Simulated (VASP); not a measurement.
## SnTe: electric field gradients with PBEsol

Crystal: SnTe.

```
Sn Te
1.0
     0.00000    3.09206    3.09206
     3.09206    0.00000    3.09206
     3.09206    3.09206    0.00000
Sn Te
1 1
Cartesian
  0.0000 0.0000 0.0000
  3.0921 3.0921 3.0921
```

- Program: VASP 6.6.1
- Task: electric field gradients
- Functional: PBEsol
- Potentials or basis: VASP PAW PBE potentials, release 64 (Sn_d, Te)
- Cutoff: 520 eV
- k mesh: 11 × 11 × 11
- Occupations: fermi-dirac, width 0.08 eV
- Spin: no spin polarisation
- Dipole correction: no
- Further INCAR settings: ALGO = Normal; EDIFF = 1e-08; NBANDS = 17

```json
{"Pressure": "2.7 GPa", "Largest electric field gradient by atom": "zero within the noise of the run"}
```

Levels at points of the mesh, in eV from the Fermi level:
```
           k point  band 6  band 7  band 8  band 9  band 10  band 11  band 12  band 13  band 14  band 15
(0.00, 0.00, 0.00)  -13.27   -4.49   -2.30   -2.30    -2.30     3.44     3.44     3.44     4.60     4.60
```

It took 94 s on 1 thread of Intel Xeon 8259CL (shared host), peak memory 0.23 GiB.

Caveat: this odd mesh misses L, so gap, dielectric constants and Born charges aren't listed; the PAW data sets were made with another functional, which shifts forces and pressure a little; spin-orbit coupling is left out, which moves the levels of the heavy elements.
